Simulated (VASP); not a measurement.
# Na2Cl (R-3m) in VASP: a series of runs

The runs below take Na2Cl through single point, with LDA, r2SCAN.

Program: VASP 6.6.1. These are calculated values, not measurements. Logs are shortened: lines on timing, memory, paths and dates and some standing lists are left out, and cuts for length are marked.

## 1. The cell of the first run

The structure is trigonal, space group R-3m (No. 166). The conventional cell has a = 3.825 Å, b = 3.825 Å, c = 19.684 Å, α = 90.00°, β = 90.00°, γ = 120.00°. Na (site symmetry 3m) has 3 Cl at 2.80 Å and 9 Na at 3.82 to 3.83 Å within 3.9 Å. Cl (site symmetry -3m) has 6 Na at 2.80 Å and 6 Cl at 3.82 Å within 3.9 Å.

## 2. Single point, LDA

File INCAR:

```
ALGO = Normal
EDIFF = 1E-6
ENCUT = 520
GGA = CA
ISIF = 2
ISMEAR = 0
LASPH = T
LCHARG = F
LREAL = F
LWAVE = F
NBANDS = 18
NELM = 100
PREC = Accurate
SIGMA = 0.1
```

File KPOINTS:

```
k-points
0
Gamma
  12 12 12
```

File POSCAR:

```
Na2Cl
1.0
    1.9123148476      1.1040754920      6.5612086664
   -1.9123148476      1.1040754920      6.5612086664
    0.0000000000     -2.2081509841      6.5612086664
Na Cl
2 1
Direct
    0.7539326548      0.7539326548      0.7539326548
    0.2460673452      0.2460673452      0.2460673452
    0.0000000000      0.0000000000      0.0000000000
```

Potentials or basis: VASP PAW LDA potentials, release 64 (Na_pv, Cl).

Command:

```sh
> cat potpaw_LDA.64/Na_pv/POTCAR potpaw_LDA.64/Cl/POTCAR > POTCAR
> mpirun -np 1 vasp_std > vasp.out
```

OUTCAR:

```text
EDIFF = 1E-6
   ENCUT = 520
   GGA = CA
   ISIF = 2
   ISMEAR = 0
   LASPH = T
   LREAL = F
   NELM = 100
   PREC = Accurate

 ion  position               nearest neighbor table
   1  0.754  0.754  0.754-
   2  0.246  0.246  0.246-
   3  0.000  0.000  0.000-

  LATTYP: Found a trigonal (rhomboedric) cell.
 ALAT       =     6.9228166184
 COS(alpha) =     0.8473899500

  Lattice vectors:

 A1 = (   1.9123148476,   1.1040754920,   6.5612086664)
 A2 = (  -1.9123148476,   1.1040754920,   6.5612086664)
 A3 = (   0.0000000000,  -2.2081509841,   6.5612086664)

Analysis of symmetry for initial positions (statically):
=====================================================================
 Subroutine PRICEL returns:
 Original cell was already a primitive cell.

 Routine SETGRP: Setting up the symmetry group for a
 trigonal (rhombohedral) supercell.

 Subroutine GETGRP returns: Found 12 space group operations
 (whereof 12 operations were pure point group operations)
 out of a pool of 12 trial point group operations.

The static configuration has the point symmetry D_3d.

Analysis of symmetry for dynamics (positions and initial velocities):
=====================================================================
 Subroutine PRICEL returns:
 Original cell was already a primitive cell.

 Routine SETGRP: Setting up the symmetry group for a
 trigonal (rhombohedral) supercell.

 Subroutine GETGRP returns: Found 12 space group operations
 (whereof 12 operations were pure point group operations)
 out of a pool of 12 trial point group operations.

The dynamic configuration has the point symmetry D_3d.

 Subroutine INISYM returns: Found 12 space group operations
 (whereof 12 operations are pure point group operations),
 and found     1 'primitive' translations

----------------------------------------------------------------------------------------

                                     Primitive cell

  volume of cell :      83.1177

  direct lattice vectors                    reciprocal lattice vectors
     1.912314848  1.104075492  6.561208666     0.261463221  0.150955861  0.050803648
    -1.912314848  1.104075492  6.561208666    -0.261463221  0.150955861  0.050803648
     0.000000000 -2.208150984  6.561208666     0.000000000 -0.301911722  0.050803648

  length of vectors
     6.922816618  6.922816618  6.922816618     0.306156330  0.306156330  0.306156330

  position of ions in fractional coordinates (direct lattice)
     0.753932655  0.753932655  0.753932655
     0.246067345  0.246067345  0.246067345
     0.000000000  0.000000000  0.000000000

  ion indices of the primitive-cell ions
   primitive index   ion index
                 1           1
                 2           2
                 3           3

----------------------------------------------------------------------------------------

 KPOINTS: k-points

Automatic generation of k-mesh.
 Grid dimensions read from file:
 generate k-points for:   12   12   12

 Generating k-lattice:

  Cartesian coordinates                     Fractional coordinates (reciprocal lattice)
     0.021788602  0.012579655  0.004233637     0.083333333 -0.000000000  0.000000000
    -0.021788602  0.012579655  0.004233637    -0.000000000  0.083333333  0.000000000
     0.000000000 -0.025159310  0.004233637     0.000000000  0.000000000  0.083333333

  Length of vectors
     0.025513028  0.025513028  0.025513028

  Shift w.r.t. Gamma in fractional coordinates (k-lattice)
     0.000000000  0.000000000  0.000000000

 Subroutine IBZKPT returns following result:
 ===========================================

 Found    189 irreducible k-points:

 Following reciprocal coordinates:
            Coordinates               Weight
  0.000000  0.000000  0.000000      1.000000
  0.083333  0.000000  0.000000      6.000000
  0.166667  0.000000  0.000000      6.000000
  0.250000  0.000000  0.000000      6.000000
  0.333333  0.000000  0.000000      6.000000
  0.416667  0.000000  0.000000      6.000000
[... 16 lines left out ...]
  0.500000  0.166667  0.000000     12.000000
 -0.416667  0.166667 -0.000000     12.000000
 [... further k-points ...]
   k-points           NKPTS =    189   k-points in BZ     NKDIM =    189   number of bands    NBANDS=     18
   number of dos      NEDOS =    301   number of ions     NIONS =      3
   total plane-waves  NPLWV = 157464
   dimension x,y,z NGX =    54 NGY =   54 NGZ =   54
   dimension x,y,z NGXF=   108 NGYF=  108 NGZF=  108
   ions per type =               2   1
   NGX,Y,Z   is equivalent  to a cutoff of  12.97, 12.97, 12.97 a.u.
   NGXF,Y,Z  is equivalent  to a cutoff of  25.94, 25.94, 25.94 a.u.
 SYSTEM =  unknown system
   PREC   = accura    normal or accurate (medium, high low for compatibility)
   ISTART =      0    job   : 0-new  1-cont  2-samecut
   ICHARG =      2    charge: 1-file 2-atom 10-const
   ISPIN  =      1    spin polarized calculation?
   LNONCOLLINEAR =      F non collinear calculations
   LSORBIT =      F    spin-orbit coupling
   LASPH  =      T    aspherical Exc in radial PAW
   ENCUT  =  520.0 eV  38.22 Ry    6.18 a.u.  12.87 12.87 12.87*2*pi/ulx,y,z
   NELM   =    100;   NELMIN=  2; NELMDL= -5     # of ELM steps
   EDIFF  = 0.1E-05   stopping-criterion for ELM
   LREAL  =      F    real-space projection
[... 7 lines left out ...]
   TEBEG  =    0.0;   TEEND  =   0.0 temperature during run
   PSTRESS=    0.0 pullay stress
   NELECT =      21.0000    total number of electrons
   NUPDOWN=      -1.0000    fix difference up-down
   EMIN   =  10.00;   EMAX   =-10.00  energy-range for DOS
   EFERMI =   0.00;   METHOD = LEGACY
   ISMEAR =     0;   SIGMA  =   0.10  broadening in eV -4-tet -1-fermi 0-gaus
   EFERMI_NEDOS =   21; number of points for ismear=-14 and -15
   IALGO  =     38    algorithm
   IMIX   =      4    mixing-type and parameters
     AMIX     =   0.40;   BMIX     =  1.00
     AMIX_MAG =   1.60;   BMIX_MAG =  1.00
  volume/ion in A,a.u.               =      27.71       186.97
  Fermi-wavevector in a.u.,A,eV,Ry     =   1.034944  1.955761 14.573323  1.071109
  Thomas-Fermi vector in A             =   2.169264
   LORBIT       =      0    0 simple, 1 ext, 2 COOP (PROOUT), +10 PAW based schemes
   GGA     = CA    functional components
   LHFCALC =     F    Hartree Fock is set to
   AEXX    =    0.0000 exact exchange contribution
   IVDW    =     0    specifies the selected vdW correction
   LEPSILON=     F    determine dielectric tensor
   LRPA    =     F    only Hartree local field effects (RPA)
 non-spin polarized calculation
 Gauss-broadening in eV      SIGMA  =   0.10
  energy-cutoff  :      520.00
  volume of cell :       83.12
 maximum number of plane-waves:      2256
 NGX is ok and might be reduce to    54
   NGX = 25   NGY = 25   NGZ = 25

 number of electron      21.0000000 magnetization

 Free energy of the ion-electron system (eV)
  ---------------------------------------------------
  ext. energy  EPLUGINS =         0.00000000
  ---------------------------------------------------
  free energy    TOTEN  =        -8.51568823 eV

  energy without entropy =       -8.51141769  energy(sigma->0) =       -8.51355296

 E-fermi :   1.8343     XC(G=0):  -7.7448

 val. band max:        1.8161887849   @ k =   0.5000   0.3333   0.0833
 cond. band min:       1.8376494073   @ k =  -0.2500  -0.3333   0.0833
 fundamental gap:      0.0214606225
 Fermi energy:         1.8343185127

 k-point     1 :       0.0000    0.0000    0.0000
  band No.  band energies     occupation
      1     -23.2063      2.00000
      2     -23.1992      2.00000
      3     -23.1992      2.00000
      4     -23.1965      2.00000
      5     -23.1965      2.00000
      6     -23.1770      2.00000
[... 10 lines left out ...]
     17      10.6024      0.00000
     18      10.6024      0.00000

 k-point     2 :       0.0833    0.0000    0.0000
  band No.  band energies     occupation
      1     -23.2055      2.00000
      2     -23.2008      2.00000
      3     -23.1996      2.00000
      4     -23.1983      2.00000
      5     -23.1970      2.00000
      6     -23.1772      2.00000
[... 10 lines left out ...]
     17       9.9072      0.00000
     18      10.2867      0.00000

 k-point     3 :       0.1667    0.0000    0.0000
  band No.  band energies     occupation
      1     -23.2056      2.00000
      2     -23.2046      2.00000
      3     -23.2012      2.00000
      4     -23.2005      2.00000
      5     -23.1981      2.00000
      6     -23.1777      2.00000
[... 10 lines left out ...]
     17       9.7299      0.00000
     18       9.8774      0.00000

 k-point     4 :       0.2500    0.0000    0.0000
  band No.  band energies     occupation
      1     -23.2117      2.00000
      2     -23.2104      2.00000
      3     -23.2018      2.00000
      4     -23.1998      2.00000
      5     -23.1983      2.00000
      6     -23.1786      2.00000
[... 10 lines left out ...]
     17       9.7064      0.00000
     18       9.8783      0.00000

 k-point     5 :       0.3333    0.0000    0.0000
  band No.  band energies     occupation
      1     -23.2184      2.00000
      2     -23.2165      2.00000
      3     -23.2030      2.00000
      4     -23.2014      2.00000
      5     -23.1940      2.00000
      6     -23.1802      2.00000
[... 10 lines left out ...]
     17       9.4214      0.00000
     18      10.0533      0.00000

 k-point     6 :       0.4167    0.0000    0.0000
  band No.  band energies     occupation
      1     -23.2233      2.00000
      2     -23.2208      2.00000
      3     -23.2039      2.00000
      4     -23.2027      2.00000
      5     -23.1897      2.00000
      6     -23.1825      2.00000
[... 10 lines left out ...]
     17       9.4333      0.00000
     18      10.1230      0.00000

 k-point     7 :       0.5000    0.0000    0.0000
  band No.  band energies     occupation
      1     -23.2251      2.00000
      2     -23.2224      2.00000
      3     -23.2041      2.00000
      4     -23.2032      2.00000
      5     -23.1864      2.00000
      6     -23.1850      2.00000
[... 10 lines left out ...]
     17       9.4640      0.00000
     18      10.0763      0.00000

 k-point     8 :       0.0833    0.0833    0.0000
  band No.  band energies     occupation
      1     -23.2054      2.00000
      2     -23.2006      2.00000
      3     -23.1997      2.00000
      4     -23.1984      2.00000
      5     -23.1968      2.00000
      6     -23.1773      2.00000
[... 10 lines left out ...]
     17       9.8495      0.00000
     18      10.3991      0.00000
[... 229 lines left out ...]
     17       9.7582      0.00000
     18      10.1084      0.00000

 k-point    20 :       0.2500    0.1667    0.0000
  band No.  band energies     occupation
      1     -23.2099      2.00000
      2     -23.2078      2.00000
      3     -23.2023      2.00000
      4     -23.1989      2.00000
      5     -23.1985      2.00000
      6     -23.1786      2.00000
[... 10 lines left out ...]
     17       9.7764      0.00000
     18      10.2396      0.00000

 k-point    21 :       0.3333    0.1667    0.0000
  band No.  band energies     occupation
      1     -23.2147      2.00000
      2     -23.2122      2.00000
      3     -23.2041      2.00000
      4     -23.2013      2.00000
      5     -23.1952      2.00000
      6     -23.1795      2.00000
[... 10 lines left out ...]
     17       9.6977      0.00000
     18       9.9123      0.00000

 k-point    22 :       0.4167    0.1667    0.0000
  band No.  band energies     occupation
      1     -23.2192      2.00000
      2     -23.2164      2.00000
      3     -23.2061      2.00000
      4     -23.2042      2.00000
      5     -23.1914      2.00000
      6     -23.1809      2.00000
[... 10 lines left out ...]
     17       9.1515      0.00000
     18      10.0345      0.00000

 k-point    23 :       0.5000    0.1667    0.0000
  band No.  band energies     occupation
      1     -23.2223      2.00000
      2     -23.2193      2.00000
      3     -23.2075      2.00000
      4     -23.2065      2.00000
      5     -23.1876      2.00000
      6     -23.1830      2.00000
[... 10 lines left out ...]
     17       9.2337      0.00000
     18      10.0736      0.00000

 k-point    24 :      -0.4167    0.1667   -0.0000
  band No.  band energies     occupation
      1     -23.2234      2.00000
      2     -23.2202      2.00000
      3     -23.2086      2.00000
      4     -23.2069      2.00000
      5     -23.1860      2.00000
      6     -23.1840      2.00000
[... 10 lines left out ...]
     17       9.3095      0.00000
     18      10.0512      0.00000

 [... further k-points ...]

------------------------ aborting loop because EDIFF is reached ----------------------------------------

  FORCE on cell =-STRESS in cart. coord.  units (eV):
  Direction    XX          YY          ZZ          XY          YZ          ZX
  --------------------------------------------------------------------------------------
  -------------------------------------------------------------------------------------
  Total       -0.4858771     -0.4858771     -0.5228570      0.0000000      0.0000000      0.0000000
  in kB       -9.3657762     -9.3657762    -10.0786005      0.0000000      0.0000000      0.0000000
  external PRESSURE =      -9.6033843 kB  Pullay stress =       0.0000000 kB

 VOLUME and BASIS-vectors are now :
 -----------------------------------------------------------------------------
  energy-cutoff  :      520.00
  volume of cell :       83.12
      direct lattice vectors                 reciprocal lattice vectors
     1.912314848  1.104075492  6.561208666     0.261463221  0.150955861  0.050803648
    -1.912314848  1.104075492  6.561208666    -0.261463221  0.150955861  0.050803648
     0.000000000 -2.208150984  6.561208666     0.000000000 -0.301911722  0.050803648

 POSITION                                       TOTAL-FORCE (eV/Angst)
 -----------------------------------------------------------------------------------
      0.00000     -0.00000     14.84013         0.000000      0.000000     -0.145663
      0.00000     -0.00000      4.84350         0.000000     -0.000000      0.145663
      0.00000      0.00000      0.00000         0.000000     -0.000000      0.000000
 -----------------------------------------------------------------------------------
    total drift:                               -0.000000      0.000000     -0.000000

  FREE ENERGIE OF THE ION-ELECTRON SYSTEM (eV)
  ---------------------------------------------------
  free  energy   TOTEN  =        -8.5156882320 eV

  energy  without entropy=       -8.5114176924  energy(sigma->0) =       -8.51355296
```

Wall time 6.4 min (1 thread of AMD EPYC 9R45 (Zen 5), shared host); peak memory 0.42 GiB.

What came out:

| Item | Value |
| --- | --- |
| Free energy | -8.5157 eV |
| Pressure | -1.0 GPa |
| Largest force | 0.146 eV/Å |
| Band gap on the k mesh | zero (an odd number of electrons rules out a gap without spin polarisation) |

Forces in eV/Å, atoms in the order of the input:
```
Na   0.000  0.000 -0.146
Na   0.000  0.000  0.146
Cl   0.000  0.000  0.000
```

## 3. Single point, LDA

File INCAR:

```
  PREC = Accurate
  ENCUT = 520
  EDIFF = 1E-6
  ISMEAR = -4
  SIGMA = 0.1
  LREAL = F
  LASPH = T
  NELM = 80
  ALGO = Normal
  ISIF = 2
  LWAVE = F
  LCHARG = F
  NBANDS = 18
```

File KPOINTS:

```
regular mesh
0
Gamma
  12 12 12
```

POSCAR is that of step 2.

Potentials or basis: VASP PAW LDA potentials, release 64 (Na_pv, Cl).

Command:

```sh
> cat potpaw_LDA.64/Na_pv/POTCAR potpaw_LDA.64/Cl/POTCAR > POTCAR
> mpirun -np 1 vasp_std > vasp.out
```

Wall time 7.1 min (1 thread of AMD EPYC 9R45 (Zen 5), shared host); peak memory 0.42 GiB.

It converged, with:

```yaml
Free_energy: -8.4959 eV
Pressure: -0.9 GPa
Largest_force: 0.147 eV/Å
Band_gap_on_the_k_mesh: zero (an odd number of electrons rules out a gap without spin polarisation)
```

Forces on the atoms (eV/Å):
```
Na   0.000  0.000 -0.147
Na   0.000  0.000  0.147
Cl   0.000  0.000  0.000
```

Stress tensor (GPa, compression positive):
```
-0.92  0.00  0.00
 0.00 -0.92  0.00
 0.00  0.00 -1.00
```

Levels at points of the mesh, in eV from the Fermi level:
```
           k point  band 7  band 8  band 9  band 10  band 11  band 12  band 13  band 14  band 15  band 16
(0.00, 0.00, 0.00)  -16.69   -5.62   -4.15    -4.15    -2.17     2.71     3.10     7.36     7.36     7.39
(0.50, 0.00, 0.00)  -16.40   -6.01   -5.08    -4.53     1.13     1.50     2.75     4.55     6.23     6.70
(0.50, 0.50, 0.00)  -16.40   -6.01   -5.11    -4.54     0.83     1.84     3.64     4.40     4.77     6.98
(0.50, 0.50, 0.50)  -16.69   -5.78   -4.15    -4.15    -1.20     0.62     4.20     7.15     7.29     7.29
```

Caveat: tetrahedron occupations give inexact forces and stress in metals.

(Part 1 of 2 ends here.)

The gap in the log of VASP goes by the Fermi energy; the results here count the filled bands.